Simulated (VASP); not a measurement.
A run of VASP 6.6.1 is set up as follows.

The input INCAR:

```
ALGO     = Normal         # electronic algorithm
EDIFF    = 1E-6           # SCF threshold, eV
ENCUT    = 520            # plane-wave cutoff, eV
GGA      = PE             # functional
ISIF     = 2              # what is computed and relaxed
ISMEAR   = -1             # smearing method
LASPH    = True           # aspherical terms in the spheres
LCHARG   = False          # write CHGCAR
LREAL    = False          # projectors in reciprocal space
LWAVE    = False          # write WAVECAR
NBANDS   = 34             # bands
NELM     = 60             # most SCF steps
PREC     = Accurate       # precision mode
SIGMA    = 0.02           # smearing width, eV
```

The input KPOINTS:

```
k-points
0
Gamma
  6 6 6
```

Contents of POSCAR:

```
SiO2
1.0
    5.0590592445      0.0000000000      0.0000000000
   -2.5295296222      4.3812738250      0.0000000000
    0.0000000000      0.0000000000      5.5410346965
Si O
3 6
Direct
    0.0000000000      0.5000000000      0.3333333333
    0.5000000000      0.5000000000      0.6666666667
    0.5000000000      0.0000000000      0.0000000000
    0.5835190207      0.7917595104      0.8333333333
    0.7917595104      0.5835190207      0.5000000000
    0.7917595104      0.2082404896      0.1666666667
    0.4164809793      0.2082404896      0.8333333333
    0.2082404896      0.4164809793      0.5000000000
    0.2082404896      0.7917595104      0.1666666667
```

Potentials or basis: VASP PAW PBE potentials, release 64 (Si, O).

Launch:

```sh
$ cat potpaw_PBE.64/Si/POTCAR potpaw_PBE.64/O/POTCAR > POTCAR
$ mpirun -np 1 vasp_std > vasp.out
```

Problem. Estimate the largest force.

Solution. 0.208 eV/Å.

Problem. Estimate the band gap on the k mesh.

Solution. 5.72 eV (least direct gap 5.91 eV).

Problem. Estimate the pressure.

Solution. 5.0 GPa.

Forces in eV/Å, atoms in the order of the input:
```
Si   0.000  0.000  0.000
Si   0.000  0.000  0.000
Si   0.000  0.000  0.000
O    0.180  0.104  0.000
O    0.000  0.208  0.000
O    0.180 -0.104  0.000
O   -0.180 -0.104  0.000
O    0.000 -0.208  0.000
O   -0.180  0.104  0.000
```

Caveat: the cell stands under pressure. A k mesh can miss the band edges.
